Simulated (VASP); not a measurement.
# KScS2 (P4/mmm) in VASP: further runs

Aim: see how the results for KScS2 move with the level of theory and the settings. Levels: PBE, r2SCAN. Tasks: single point.

Program: VASP 6.6.1. These are calculated values, not measurements. Logs are shortened: lines on timing, memory, paths and dates and some standing lists are left out, and cuts for length are marked.

### 1 The cell of the first run

Symmetry: P4/mmm, No. 123, tetragonal system. The conventional cell has a = 4.035 Å, b = 4.035 Å, c = 5.394 Å, α = 90.00°, β = 90.00°, γ = 90.00°. K (site symmetry 4/mmm) has 6 S at 2.70 to 2.85 Å within 3.6 Å. Within 3.6 Å of S (site symmetry 4/mmm) lie 2 K at 2.70 Å and 4 Sc at 2.85 Å. S (site symmetry 4/mmm) has 2 Sc at 2.70 Å and 4 K at 2.85 Å within 3.6 Å. Sc (site symmetry 4/mmm) has 6 S at 2.70 to 2.85 Å within 3.6 Å.

### 2 Single point, PBE (uniaxial z strain -1.3%)

Input file INCAR:

```
SYSTEM = KScS2
PREC = Accurate ; ENCUT = 520
EDIFF = 1E-7 ; ISMEAR = -1
SIGMA = 0.02 ; LREAL = .False.
LASPH = .True. ; NELM = 60
ALGO = Normal ; ISIF = 2
LWAVE = .False. ; LCHARG = .False.
GGA = PE ; NBANDS = 24
```

Input file KPOINTS:

```
regular mesh
0
Gamma
  6 6 6
  0 0 0
```

Input file POSCAR:

```
KScS2
1.0
    4.0352596435      0.0000000000      0.0000000000
    0.0000000000      4.0352596435      0.0000000000
    0.0000000000      0.0000000000      5.3938948726
K S Sc
1 2 1
Direct
    0.0000000000      0.0000000000      0.0000000000
    0.0000000000      0.0000000000      0.5000000000
    0.5000000000      0.5000000000      0.0000000000
    0.5000000000      0.5000000000      0.5000000000
```

Potentials or basis: VASP PAW PBE potentials, release 64 (K_sv, S, Sc_sv).

The run is started by

```bash
> cat potpaw_PBE.64/K_sv/POTCAR potpaw_PBE.64/S/POTCAR potpaw_PBE.64/Sc_sv/POTCAR > POTCAR
> mpirun -np 1 vasp_std > vasp.out
```

OUTCAR:

```text
SYSTEM = KScS2
   PREC = Accurate
   ENCUT = 520
   EDIFF = 1E-7
   ISMEAR = -1
   LREAL = .False.
   LASPH = .True.
   NELM = 60
   ISIF = 2
   GGA = PE

 ion  position               nearest neighbor table
   1  0.000  0.000  0.000-   2 2.70   2 2.70   3 2.85   3 2.85   3 2.85   3 2.85
   2  0.000  0.000  0.500-   1 2.70   1 2.70   4 2.85   4 2.85   4 2.85   4 2.85
   3  0.500  0.500  0.000-   4 2.70   4 2.70   1 2.85   1 2.85   1 2.85   1 2.85
   4  0.500  0.500  0.500-   3 2.70   3 2.70   2 2.85   2 2.85   2 2.85   2 2.85

  LATTYP: Found a simple tetragonal cell.
 ALAT       =     4.0352596435
 C/A-ratio  =     1.3366909069

  Lattice vectors:

 A1 = (   4.0352596435,   0.0000000000,   0.0000000000)
 A2 = (   0.0000000000,   4.0352596435,   0.0000000000)
 A3 = (   0.0000000000,   0.0000000000,   5.3938948726)

Analysis of symmetry for initial positions (statically):
=====================================================================
 Subroutine PRICEL returns:
 Original cell was already a primitive cell.

 Routine SETGRP: Setting up the symmetry group for a
 simple tetragonal supercell.

 Subroutine GETGRP returns: Found 16 space group operations
 (whereof 16 operations were pure point group operations)
 out of a pool of 16 trial point group operations.

The static configuration has the point symmetry D_4h.

Analysis of symmetry for dynamics (positions and initial velocities):
=====================================================================
 Subroutine PRICEL returns:
 Original cell was already a primitive cell.

 Routine SETGRP: Setting up the symmetry group for a
 simple tetragonal supercell.

 Subroutine GETGRP returns: Found 16 space group operations
 (whereof 16 operations were pure point group operations)
 out of a pool of 16 trial point group operations.

The dynamic configuration has the point symmetry D_4h.

 Subroutine INISYM returns: Found 16 space group operations
 (whereof 16 operations are pure point group operations),
 and found     1 'primitive' translations

----------------------------------------------------------------------------------------

                                     Primitive cell

  volume of cell :      87.8305

  direct lattice vectors                    reciprocal lattice vectors
     4.035259643  0.000000000  0.000000000     0.247815528  0.000000000  0.000000000
     0.000000000  4.035259643  0.000000000     0.000000000  0.247815528  0.000000000
     0.000000000  0.000000000  5.393894873     0.000000000  0.000000000  0.185394789

  length of vectors
     4.035259643  4.035259643  5.393894873     0.247815528  0.247815528  0.185394789

  position of ions in fractional coordinates (direct lattice)
     0.000000000  0.000000000  0.000000000
     0.000000000  0.000000000  0.500000000
     0.500000000  0.500000000  0.000000000
     0.500000000  0.500000000  0.500000000

  ion indices of the primitive-cell ions
   primitive index   ion index
                 1           1
                 2           2
                 3           3
                 4           4

----------------------------------------------------------------------------------------

 KPOINTS: regular mesh

Automatic generation of k-mesh.
 Grid dimensions read from file:
 generate k-points for:    6    6    6

 Generating k-lattice:

  Cartesian coordinates                     Fractional coordinates (reciprocal lattice)
     0.041302588  0.000000000  0.000000000     0.166666667  0.000000000  0.000000000
     0.000000000  0.041302588  0.000000000     0.000000000  0.166666667  0.000000000
     0.000000000  0.000000000  0.030899131     0.000000000  0.000000000  0.166666667

  Length of vectors
     0.041302588  0.041302588  0.030899131

  Shift w.r.t. Gamma in fractional coordinates (k-lattice)
     0.000000000  0.000000000  0.000000000

 Subroutine IBZKPT returns following result:
 ===========================================

 Found     40 irreducible k-points:

 Following reciprocal coordinates:
            Coordinates               Weight
  0.000000  0.000000  0.000000      1.000000
  0.166667  0.000000  0.000000      4.000000
  0.333333  0.000000  0.000000      4.000000
  0.500000  0.000000  0.000000      2.000000
  0.166667  0.166667  0.000000      4.000000
  0.333333  0.166667  0.000000      8.000000
[... 16 lines left out ...]
  0.333333  0.000000  0.333333      8.000000
  0.500000  0.000000  0.333333      4.000000
 [... further k-points ...]
   k-points           NKPTS =     40   k-points in BZ     NKDIM =     40   number of bands    NBANDS=     24
   number of dos      NEDOS =    301   number of ions     NIONS =      4
   total plane-waves  NPLWV =  36000
   dimension x,y,z NGX =    30 NGY =   30 NGZ =   40
   dimension x,y,z NGXF=    60 NGYF=   60 NGZF=   80
   ions per type =               1   2   1
   NGX,Y,Z   is equivalent  to a cutoff of  12.36, 12.36, 12.33 a.u.
   NGXF,Y,Z  is equivalent  to a cutoff of  24.72, 24.72, 24.66 a.u.
 SYSTEM =  KScS2
   PREC   = accura    normal or accurate (medium, high low for compatibility)
   ISTART =      0    job   : 0-new  1-cont  2-samecut
   ICHARG =      2    charge: 1-file 2-atom 10-const
   ISPIN  =      1    spin polarized calculation?
   LNONCOLLINEAR =      F non collinear calculations
   LSORBIT =      F    spin-orbit coupling
   LASPH  =      T    aspherical Exc in radial PAW
   ENCUT  =  520.0 eV  38.22 Ry    6.18 a.u.   7.50  7.50 10.03*2*pi/ulx,y,z
   NELM   =     60;   NELMIN=  2; NELMDL= -5     # of ELM steps
   EDIFF  = 0.1E-06   stopping-criterion for ELM
   LREAL  =      F    real-space projection
   EDIFFG = 0.1E-05   stopping-criterion for IOM
   NSW    =      0    number of steps for IOM
   IBRION =     -1    ionic relax: 0-MD 1-quasi-New 2-CG
   NFREE  =      0    steps in history (QN), initial steepest desc. (CG)
   ISIF   =      2    stress and relaxation
   ISYM   =      2    0-nonsym 1-usesym 2-fastsym
   POTIM  = 0.5000    time-step for ionic-motion
   TEBEG  =    0.0;   TEEND  =   0.0 temperature during run
   PSTRESS=    0.0 pullay stress
   NELECT =      32.0000    total number of electrons
   NUPDOWN=      -1.0000    fix difference up-down
   EMIN   =  10.00;   EMAX   =-10.00  energy-range for DOS
   EFERMI =   0.00;   METHOD = LEGACY
   ISMEAR =    -1;   SIGMA  =   0.02  broadening in eV -4-tet -1-fermi 0-gaus
   EFERMI_NEDOS =   21; number of points for ismear=-14 and -15
   IALGO  =     38    algorithm
   IMIX   =      4    mixing-type and parameters
     AMIX     =   0.40;   BMIX     =  1.00
     AMIX_MAG =   1.60;   BMIX_MAG =  1.00
  volume/ion in A,a.u.               =      21.96       148.18
  Fermi-wavevector in a.u.,A,eV,Ry     =   1.169256  2.209574 18.601341  1.367160
  Thomas-Fermi vector in A             =   2.305731
   LORBIT       =      0    0 simple, 1 ext, 2 COOP (PROOUT), +10 PAW based schemes
   GGA     = PE    functional components
   LHFCALC =     F    Hartree Fock is set to
   AEXX    =    0.0000 exact exchange contribution
   IVDW    =     0    specifies the selected vdW correction
   LEPSILON=     F    determine dielectric tensor
   LRPA    =     F    only Hartree local field effects (RPA)
 non-spin polarized calculation
  energy-cutoff  :      520.00
  volume of cell :       87.83
 maximum number of plane-waves:      2392
   NGX = 15   NGY = 15   NGZ = 21

 number of electron      32.0000000 magnetization

 Free energy of the ion-electron system (eV)
  ---------------------------------------------------
  ext. energy  EPLUGINS =         0.00000000
  ---------------------------------------------------
  free energy    TOTEN  =       -20.45276465 eV

  energy without entropy =      -20.45259959  energy(sigma->0) =      -20.45268212

 E-fermi :   3.0123     XC(G=0):  -9.5205

 val. band max:        2.9546317490   @ k =   0.0000   0.0000   0.0000
 cond. band min:       3.0694239096   @ k =   0.0000   0.0000   0.0000
 fundamental gap:      0.1147921606
 Fermi energy:         3.0122717104

 k-point     1 :       0.0000    0.0000    0.0000
  band No.  band energies     occupation
      1     -47.5956      2.00000
      2     -26.2066      2.00000
      3     -26.2066      2.00000
      4     -26.0156      2.00000
      5     -24.7952      2.00000
      6      -9.2876      2.00000
[... 16 lines left out ...]
     23       8.1251      0.00000
     24      10.2500      0.00000

 k-point     2 :       0.1667    0.0000    0.0000
  band No.  band energies     occupation
      1     -47.5954      2.00000
      2     -26.2127      2.00000
      3     -26.2059      2.00000
      4     -26.0151      2.00000
      5     -24.7907      2.00000
      6      -9.2524      2.00000
[... 16 lines left out ...]
     23       8.6156      0.00000
     24      10.1205      0.00000

 k-point     3 :       0.3333    0.0000    0.0000
  band No.  band energies     occupation
      1     -47.5948      2.00000
      2     -26.2248      2.00000
      3     -26.2046      2.00000
      4     -26.0142      2.00000
      5     -24.7816      2.00000
      6      -9.4011      2.00000
[... 16 lines left out ...]
     23       9.4207      0.00000
     24       9.6514      0.00000
[... 514 lines left out ...]
 k-point    23 :       0.3333    0.0000    0.3333
  band No.  band energies     occupation
      1     -47.5948      2.00000
      2     -26.2245      2.00000
      3     -26.2046      2.00000
      4     -26.0163      2.00000
      5     -24.7801      2.00000
      6      -9.8134      2.00000
[... 16 lines left out ...]
     23       8.9478      0.00000
     24      10.6036      0.00000

 k-point    24 :       0.5000    0.0000    0.3333
  band No.  band energies     occupation
      1     -47.5945      2.00000
      2     -26.2305      2.00000
      3     -26.2039      2.00000
      4     -26.0157      2.00000
      5     -24.7760      2.00000
      6      -9.7518      2.00000
[... 16 lines left out ...]
     23       8.6551      0.00000
     24      10.1617      0.00000

 [... further k-points ...]

------------------------ aborting loop because EDIFF is reached ----------------------------------------

  FORCE on cell =-STRESS in cart. coord.  units (eV):
  Direction    XX          YY          ZZ          XY          YZ          ZX
  --------------------------------------------------------------------------------------
  -------------------------------------------------------------------------------------
  Total        0.5531927      0.5531927      1.9895262      0.0000000     -0.0000000     -0.0000000
  in kB       10.0911705     10.0911705     36.2923261      0.0000000     -0.0000000     -0.0000000
  external PRESSURE =      18.8248890 kB  Pullay stress =       0.0000000 kB

 VOLUME and BASIS-vectors are now :
 -----------------------------------------------------------------------------
  energy-cutoff  :      520.00
  volume of cell :       87.83
      direct lattice vectors                 reciprocal lattice vectors
     4.035259643  0.000000000  0.000000000     0.247815528  0.000000000  0.000000000
     0.000000000  4.035259643  0.000000000     0.000000000  0.247815528  0.000000000
     0.000000000  0.000000000  5.393894873     0.000000000  0.000000000  0.185394789

 POSITION                                       TOTAL-FORCE (eV/Angst)
 -----------------------------------------------------------------------------------
      0.00000      0.00000      0.00000         0.000000      0.000000      0.000000
      0.00000      0.00000      2.69695         0.000000      0.000000      0.000000
      2.01763      2.01763      0.00000         0.000000      0.000000      0.000000
      2.01763      2.01763      2.69695         0.000000      0.000000      0.000000
 -----------------------------------------------------------------------------------
    total drift:                                0.000000      0.000000      0.000000

  FREE ENERGIE OF THE ION-ELECTRON SYSTEM (eV)
  ---------------------------------------------------
  free  energy   TOTEN  =       -20.4527646541 eV

  energy  without entropy=      -20.4525995919  energy(sigma->0) =      -20.45268212
```

It took 2.3 min on 1 thread of AMD EPYC 7R13, shared host; peak memory 0.2 GiB.

Results:

| Property | Result |
| --- | --- |
| Free energy | -20.4528 eV |
| Pressure | 1.9 GPa |
| Band gap on the k mesh | 0.11 eV, direct |

Stress tensor (GPa, compression positive):
```
1.01 0.00 0.00
0.00 1.01 0.00
0.00 0.00 3.63
```

Caveat: the cell differs from its parent crystal (uniaxial z strain -1.3%).

### 3 Single point, r2SCAN (uniaxial z strain -1.3%)

POSCAR is that of step 2.

Input file INCAR.step1:

```
SYSTEM = KScS2
PREC = Accurate
ENCUT = 520
ISMEAR = -1
SIGMA = 0.02
LREAL = .FALSE.
LASPH = .TRUE.
NELM = 60
NBANDS = 24
GGA = PE
ALGO = Normal
EDIFF = 1E-4
LWAVE = .TRUE.
LCHARG = .FALSE.
```

Input file INCAR.step2:

```
SYSTEM = KScS2
PREC = Accurate
ENCUT = 520
EDIFF = 1E-6
ISMEAR = -1
SIGMA = 0.02
LREAL = .FALSE.
LASPH = .TRUE.
NELM = 60
ALGO = Normal
ISIF = 2
LWAVE = .FALSE.
LCHARG = .TRUE.
METAGGA = R2SCAN
LMIXTAU = .TRUE.
LELF = .TRUE.
LVHAR = .TRUE.
NBANDS = 24
ISTART = 1
```

Input file KPOINTS:

```
Automatic mesh
0
G
  6 6 6
  0 0 0
```

Potentials or basis: VASP PAW PBE potentials, release 64 (K_sv, S, Sc_sv).

The run is started by

```bash
> cat potpaw_PBE.64/K_sv/POTCAR potpaw_PBE.64/S/POTCAR potpaw_PBE.64/Sc_sv/POTCAR > POTCAR
> cp INCAR.step1 INCAR
> mpirun -np 1 vasp_std > vasp.out
> cp INCAR.step2 INCAR
> mpirun -np 1 vasp_std > vasp.out
```

Run time: 8.4 min. Hardware: 1 thread of AMD EPYC 7R13, shared host; peak memory 0.22 GiB.

Results (log left out):

- Free energy: -39.3136 eV
- Pressure: 1.3 GPa
- Band gap on the k mesh: 0.35 eV, direct

Stress tensor (GPa, compression positive):
```
0.36 0.00 0.00
0.00 0.36 0.00
0.00 0.00 3.24
```

Levels at points of the mesh, in eV from the valence-band top:
| k point | band 12 | band 13 | band 14 | band 15 | band 16 | band 17 | band 18 | band 19 | band 20 | band 21 |
| --- | --- | --- | --- | --- | --- | --- | --- | --- | --- | --- |
| (0.00, 0.00, 0.00) | -1.96 | -1.96 | -0.31 | 0.00 | 0.00 | 0.35 | 1.34 | 1.65 | 1.65 | 1.96 |
| (0.50, 0.00, 0.00) | -2.75 | -2.06 | -1.89 | -1.35 | -0.82 | 1.84 | 2.07 | 2.22 | 2.52 | 3.82 |
| (0.50, 0.50, 0.00) | -3.39 | -1.64 | -0.67 | -0.55 | -0.55 | 0.89 | 0.89 | 2.04 | 2.21 | 2.33 |
| (0.00, 0.00, 0.50) | -2.26 | -2.00 | -2.00 | -0.53 | -0.53 | 0.43 | 1.35 | 2.37 | 2.59 | 2.59 |
| (0.50, 0.00, 0.50) | -3.03 | -2.83 | -2.57 | -1.11 | -1.08 | 2.12 | 2.57 | 2.65 | 3.79 | 4.60 |
| (0.50, 0.50, 0.50) | -3.42 | -2.90 | -1.84 | -1.31 | -1.31 | 2.24 | 2.29 | 2.29 | 2.34 | 2.52 |

Caveat: the cell differs from its parent crystal (uniaxial z strain -1.3%); the PAW data sets were made with another functional, which shifts forces and pressure a little. A k mesh can miss the band edges.
